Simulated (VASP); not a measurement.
A run of VASP 6.6.1:

The input INCAR:

```
ALGO     = Normal         # electronic algorithm
EDIFF    = 1E-6           # SCF threshold, eV
EDIFFG   = -0.03          # ionic threshold
ENCUT    = 600            # plane-wave cutoff, eV
GGA      = PE             # functional
IBRION   = 2              # ionic algorithm
ISIF     = 3              # what is computed and relaxed
ISMEAR   = -1             # smearing method
LASPH    = True           # aspherical terms in the spheres
LCHARG   = False          # write CHGCAR
LREAL    = False          # projectors in reciprocal space
LWAVE    = False          # write WAVECAR
NELM     = 100            # most SCF steps
NSW      = 80             # ionic steps
PREC     = Accurate       # precision mode
PSTRESS  = 200.0        
SIGMA    = 0.1            # smearing width, eV
```

KPOINTS

```
k-points
0
Gamma
  5 5 5
```

File POSCAR:

```
Rb
1.0
    4.5900000000      0.0000000000      0.0000000000
    0.0000000000      4.5900000000      0.0000000000
    0.0000000000      0.0000000000      4.5900000000
Rb
1
Direct
    0.0000000000      0.0000000000      0.0000000000
```

Potentials or basis: VASP PAW PBE potentials, release 64 (Rb_sv).

Command:

```bash
$ cat potpaw_PBE.64/Rb_sv/POTCAR > POTCAR
$ mpirun -np 1 vasp_std > vasp.out
```

Hardware: 1 thread of Intel Xeon 8259CL, on a shared host.

Problem. How long does it take, and how much memory?

Solution. It took 6.1 min on 1 thread of Intel Xeon 8259CL (shared host), peak memory 0.31 GiB. Counts: scf iterations 114, k points 10, ion steps 11.
